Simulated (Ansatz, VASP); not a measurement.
**ZnSe: VASP beside Ansatz**

The input INCAR:

```
SYSTEM = ZnSe
ALGO     = Normal         ! electronic algorithm
EDIFF    = 1E-6           ! SCF threshold, eV
ENCUT    = 520            ! plane-wave cutoff, eV
GGA      = PE             ! functional
ISIF     = 2              ! what is computed and relaxed
ISMEAR   = 0              ! smearing method
LASPH    = .TRUE.         ! aspherical terms in the spheres
LCHARG   = .TRUE.         ! write CHGCAR
LELF     = .TRUE.         ! ELF
LREAL    = .FALSE.        ! projectors in reciprocal space
LVHAR    = .TRUE.       
LWAVE    = .FALSE.        ! write WAVECAR
NBANDS   = 16             ! bands
NELM     = 80             ! most SCF steps
PREC     = Accurate       ! precision mode
SIGMA    = 0.05           ! smearing width, eV
```

KPOINTS

```
k-points
0
G
  10 10 10
  0 0 0
```

POSCAR

```
ZnSe
1.0
    0.0000000000      3.1058105395      2.7528900368
    2.7528900368      0.0000000000      2.7528900368
    2.7528900368      3.1058105395      0.0000000000
Zn Se
1 1
Direct
    0.0000000000      0.0000000000      0.0000000000
    0.7500000000      0.7500000000      0.7500000000
```

Input for Ansatz:

```yaml
crystal:
  lattice:
    - [0.0, 3.1058105395, 2.7528900368]
    - [2.7528900368, 0.0, 2.7528900368]
    - [2.7528900368, 3.1058105395, 0.0]
  atoms:
    - { symbol: Zn, position: [0.0, 0.0, 0.0] }
    - { symbol: Se, position: [0.75, 0.75, 0.75] }
basis:
  ecutwfc: 520.0
kpoints:
  mp_grid: { grid: [10, 10, 10] }
hamiltonian:
  xc: pbe
  pseudopotentials: { kind: paw, azcp: { folder: soft_1 } }
scf:
  occupations: { method: gaussian, width: 0.05 }
output:
  forces: true
  stress: true
  eigenvalues: true
```

Alike in both runs: task single point; functional PBE; k mesh 10 × 10 × 10; occupations gaussian, width 0.05 eV; no spin polarisation.

|  | VASP | Ansatz |
| --- | --- | --- |
| version | VASP 6.6.1 | Ansatz 0.2.0 |
| potentials or method | VASP PAW PBE potentials, release 64 (Zn, Se), cutoff 520 eV | scalar-relativistic, plane waves, PAW |
| valence electrons in the cell | 18 | 28 |

```tsv
	VASP	Ansatz	Ansatz less VASP
gap on the k mesh at the Fermi level (eV)	0.91	0.90	-0.002
least direct gap on the mesh (eV)	0.91	0.90	-0.002
pressure (GPa)	0.0	-0.2	-0.18
traceless stress, the component that is largest in VASP (GPa)	-3.40	-3.42	-0.022
```

VASP's potentials hold 18 valence electrons a cell and Ansatz's 28, so a difference there can come from the potentials and not from the codes.
